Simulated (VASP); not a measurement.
Input of a VASP 6.6.1 run:

The input INCAR:

```
PREC     = Accurate       # precision mode
ENCUT    = 520            # plane-wave cutoff, eV
EDIFF    = 1E-7           # SCF threshold, eV
ISMEAR   = -1             # smearing method
SIGMA    = 0.08           # smearing width, eV
LREAL    = F              # projectors in reciprocal space
LASPH    = T              # aspherical terms in the spheres
NELM     = 60             # most SCF steps
ALGO     = Normal         # electronic algorithm
ISIF     = 2              # what is computed and relaxed
LWAVE    = F              # write WAVECAR
LCHARG   = F              # write CHGCAR
GGA      = PE             # functional
IVDW     = 13             # dispersion correction
ISYM     = 0            
NBANDS   = 12             # bands
```

KPOINTS

```
Automatic mesh
0
Gamma
  16 16 6
```

File POSCAR:

```
Al
1.0
    0.0000000000      2.0205472810     -2.0205472810
   -2.0205472810      0.0000000000      2.0205472810
    4.0410945620      4.0410945620      4.0410945620
Al
3
Direct
    0.0000000000      0.0000000000      0.0000000000
    0.3333333330      0.6666666670      0.3333333330
    0.6666666670      0.3333333330      0.6666666670
```

Potentials or basis: VASP PAW PBE potentials, release 64 (Al).

Run with:

```console
$ cat potpaw_PBE.64/Al/POTCAR > POTCAR
$ mpirun -np 1 vasp_std > vasp.out
```

Predict the pressure.

-3.3 GPa.

Estimate the band gap on the k mesh.

zero (an odd number of electrons rules out a gap without spin polarisation).

Predict the dispersion energy per atom.

-0.344 eV.

Caveat: the cell stands under tension.
